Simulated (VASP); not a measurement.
Wanted: the native input for a VASP 6.6.1 run.

```yaml
Task: single point
Functional: PBEsol
Potentials_or_basis: VASP PAW PBE potentials, release 64 (Sc_sv, Zn)
Cutoff: 520 eV
k_mesh: 11 × 11 × 11
Occupations: fermi-dirac, width 0.05 eV
Spin: no spin polarisation
Dipole_correction: no
Further_INCAR_settings: ALGO = Normal; EDIFF = 1e-06; NBANDS = 18
```

The structure of ScZn lies in POSCAR:

```
ScZn
1.0
    3.3500000000      0.0000000000      0.0000000000
    0.0000000000      3.3500000000      0.0000000000
    0.0000000000      0.0000000000      3.3500000000
Sc Zn
1 1
Direct
    0.0000000000      0.0000000000      0.0000000000
    0.5000000000      0.5000000000      0.5000000000
```

The input as run:

INCAR

```
SYSTEM = ScZn
ALGO = Normal
EDIFF = 1E-6
ENCUT = 520
GGA = PS
ISIF = 2
ISMEAR = -1
LASPH = .TRUE.
LCHARG = .FALSE.
LREAL = .FALSE.
LWAVE = .FALSE.
NBANDS = 18
NELM = 60
PREC = Accurate
SIGMA = 0.05
```

KPOINTS

```
k-points
0
G
  11 11 11
  0 0 0
```

Potentials or basis: VASP PAW PBE potentials, release 64 (Sc_sv, Zn).

Command:

```bash
$ cat potpaw_PBE.64/Sc_sv/POTCAR potpaw_PBE.64/Zn/POTCAR > POTCAR
$ mpirun -np 1 vasp_std > vasp.out
```

It gave:

```
Pressure : -3.1 GPa
```

Caveat: the PAW data sets were made with another functional, which shifts forces and pressure a little.

Run time: 26 s on 1 thread of AMD EPYC 7R13 Processor (Zen 3), with other jobs on the host, peak memory 0.15 GiB.
